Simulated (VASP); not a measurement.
**Sr2SO: single point with LDA**

Crystal: Sr2SO.

```
CELL_PARAMETERS angstrom
4.24540 0.00000 0.00000
0.00000 4.24540 0.00000
0.00000 0.00000 5.71800
ATOMIC_POSITIONS crystal
Sr 0.00000 0.00000 0.00000
Sr 0.50000 0.50000 0.50000
S 0.00000 0.00000 0.50000
O 0.50000 0.50000 0.00000
```

This cell differs from its parent crystal: strain +0.050 along x and y, +0.000 along z.

| Property | Result |
| --- | --- |
| Program | VASP 6.6.1 |
| Task | single point |
| Functional | LDA |
| Potentials or basis | VASP PAW LDA potentials, release 64 (Sr_sv, S, O) |
| Cutoff | 520 eV |
| k mesh | 8 × 8 × 6 |
| Occupations | gaussian, width 0.05 eV |
| Spin | no spin polarisation |

```
Pressure               : -8.1 GPa
Band gap on the k mesh : 2.18 eV, direct
```

Stress tensor (GPa, compression positive):
```
-8.96  0.00  0.00
 0.00 -8.96  0.00
 0.00  0.00 -6.32
```

Levels at points of the mesh, in eV from the valence-band top:
```tsv
k point	band 14	band 15	band 16	band 17	band 18	band 19
(0.00, 0.00, 0.00)	-0.01	-0.01	0.00	2.18	2.24	4.28
(0.50, 0.00, 0.00)	-1.07	-0.44	-0.34	4.04	4.77	5.23
(0.50, 0.50, 0.00)	-0.26	-0.26	-0.11	2.39	2.39	4.75
(0.00, 0.00, 0.50)	-0.89	-0.13	-0.13	2.62	3.51	3.84
(0.50, 0.00, 0.50)	-0.86	-0.69	-0.51	4.76	4.98	5.59
(0.50, 0.50, 0.50)	-0.71	-0.58	-0.58	4.13	4.13	5.44
```

It took 2.9 min on 1 thread of Oxide Virtual Turin-like Processor (shared host), peak memory 0.24 GiB.

Caveat: the cell differs from its parent crystal (strain +0.050 along x and y, +0.000 along z). A k mesh can miss the band edges.
